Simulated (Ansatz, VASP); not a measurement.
# Two plane-wave programs on V

The input INCAR:

```
SYSTEM = V
PREC     = Accurate       ! precision mode
ENCUT    = 520            ! plane-wave cutoff, eV
EDIFF    = 1E-6           ! SCF threshold, eV
ISMEAR   = -1             ! smearing method
SIGMA    = 0.05           ! smearing width, eV
LREAL    = .False.        ! projectors in reciprocal space
LASPH    = .True.         ! aspherical terms in the spheres
NELM     = 150            ! most SCF steps
ALGO     = Normal         ! electronic algorithm
ISIF     = 2              ! what is computed and relaxed
LWAVE    = .False.        ! write WAVECAR
LCHARG   = .True.         ! write CHGCAR
ISPIN    = 2              ! spin polarisation
MAGMOM   = 1.461 1.461    ! initial moments
LORBIT   = 11             ! projections on sites
LMAXMIX  = 4              ! l up to which the mixer works
GGA      = PE             ! functional
LELF     = .True.         ! ELF
LVHAR    = .True.       
NBANDS   = 24             ! bands
```

KPOINTS

```
Automatic mesh
0
Gamma
  16 16 16
  0 0 0
```

Contents of POSCAR:

```
V
1.0
    0.0000000000      2.7341640512      2.7341640512
    2.7341640512      0.0000000000      2.7341640512
    2.7341640512      2.7341640512      0.0000000000
V
2
Direct
    0.1250000000      0.1250000000      0.1250000000
    0.8750000000      0.8750000000      0.8750000000
```

Input for Ansatz:

```yaml
crystal:
  lattice:
    - [0.0, 2.7341638524, 2.7341638524]
    - [2.7341638524, 0.0, 2.7341638524]
    - [2.7341638524, 2.7341638524, 0.0]
  atoms:
    - { symbol: V, position: [0.125, 0.125, 0.125], spin: 1.461 }
    - { symbol: V, position: [0.875, 0.875, 0.875], spin: 1.461 }
hamiltonian:
  xc: pbe
  pseudopotentials:
    kind: paw
    azcp:
      V: "pseudopotentials/V.paw.azcp"
basis:
  ecutwfc: 420
  fft_grid_basis: typed
kpoints:
  mp_grid: { grid: [16, 16, 16], shift: [0, 0, 0] }
magnetization:
  spin_polarized: true
scf:
  occupations: { method: fermi_dirac, width: 0.05 }
```

Alike in both runs: task single point; functional PBE; k mesh 16 × 16 × 16; occupations fermi-dirac, width 0.05 eV; collinear spin.

|  | VASP | Ansatz |
| --- | --- | --- |
| version | VASP 6.6.1 | Ansatz 0.2.0 |
| potentials or method | VASP PAW PBE potentials, release 64 (V_sv), cutoff 520 eV | plane waves (420 eV) with PAW, scalar-relativistic |
| valence electrons in the cell | 26 | 26 |

|  | VASP | Ansatz | Ansatz less VASP |
| --- | --- | --- | --- |
| net moment per atom (μB) | 1.89 | 1.89 | -0.002 |
| size of the moment on the site where the two differ most (μB) | 1.72 | 1.45 | -0.264 |

Site moments also hang on the region over which each program counts them.
